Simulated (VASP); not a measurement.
The system is NaH.

```
Na H
1.0
     2.93239    0.00000    0.00000
     0.00000    2.93239    0.00000
     0.00000    0.00000    2.93239
Na H
1 1
Direct
  0.00000 0.00000 0.00000
  0.50000 0.50000 0.50000
```

Base run:

| Property | Result |
| --- | --- |
| Program | VASP 6.6.1 |
| Functional | r2SCAN |
| Potentials or basis | VASP PAW PBE potentials, release 64 (Na_pv, H) |
| Cutoff | 520 eV |
| k mesh | 6 × 6 × 6 |
| Occupations | gaussian, width 0.01 eV |
| Spin | no spin polarisation |

Its results: band gap on the k mesh 1.60 eV, indirect (least direct gap 5.16 eV); pressure -0.3 GPa.

The run is repeated on the same cell with these changes: functional from r2SCAN to PBEsol; cutoff from 520 eV to 500 eV. What comes out?

Band gap on the k mesh 0.79 eV, indirect (least direct gap 4.37 eV); pressure 0.1 GPa.

r2SCAN gives the wider gap, since meta-GGAs in the generalised Kohn-Sham scheme recover part of the derivative discontinuity.

Caveats: the PAW data sets were made with another functional, which shifts forces and pressure a little.

A k mesh can miss the band edges.
